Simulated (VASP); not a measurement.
## CaO: single point with r2SCAN

Crystal: CaO.

```
CELL_PARAMETERS angstrom
0.00000 2.42129 2.42129
2.42129 0.00000 2.42129
2.42129 2.42129 0.00000
ATOMIC_POSITIONS crystal
Ca 0.00000 0.00000 0.00000
O 0.50000 0.50000 0.50000
```

| Property | Result |
| --- | --- |
| Program | VASP 6.6.1 |
| Task | single point |
| Functional | r2SCAN |
| Potentials or basis | VASP PAW PBE potentials, release 64 (Ca_sv, O_h) |
| Cutoff | 910 eV |
| k mesh | 8 × 8 × 8 |
| Occupations | gaussian, width 0.01 eV |
| Spin | no spin polarisation |
| Dipole correction | no |
| Further INCAR settings | ALGO = Normal; EDIFF = 1e-06; NBANDS = 15 |

| Quantity | Value |
| --- | --- |
| Pressure | -2.5 GPa |
| Band gap on the k mesh | 4.20 eV (least direct gap 4.58 eV) |

Levels at points of the mesh, in eV from the valence-band top:
```tsv
k point	band 5	band 6	band 7	band 8	band 9	band 10	band 11	band 12
(0.00, 0.00, 0.00)	-16.43	0.00	0.00	0.00	5.24	6.80	6.80	6.80
(0.50, 0.00, 0.00)	-15.25	-2.55	-1.15	-1.15	7.59	8.92	8.92	9.04
(0.50, 0.50, 0.00)	-16.21	-1.30	-0.38	-0.38	4.20	8.59	9.50	10.08
```

It took 110 s on 1 thread of Intel(R) Xeon(R) Platinum 8259CL CPU @ 2.50GHz (Skylake/Cascade Lake), on a shared host, peak memory 0.23 GiB.

Caveat: the cutoff is under 1.25 times the usual one of these potentials, so pressure, stress and relaxed cells hold a basis-set (Pulay) error; the PAW data sets were made with another functional, which shifts forces and pressure a little. r2SCAN opens gaps a little over a GGA but as a rule still falls short of measured ones.
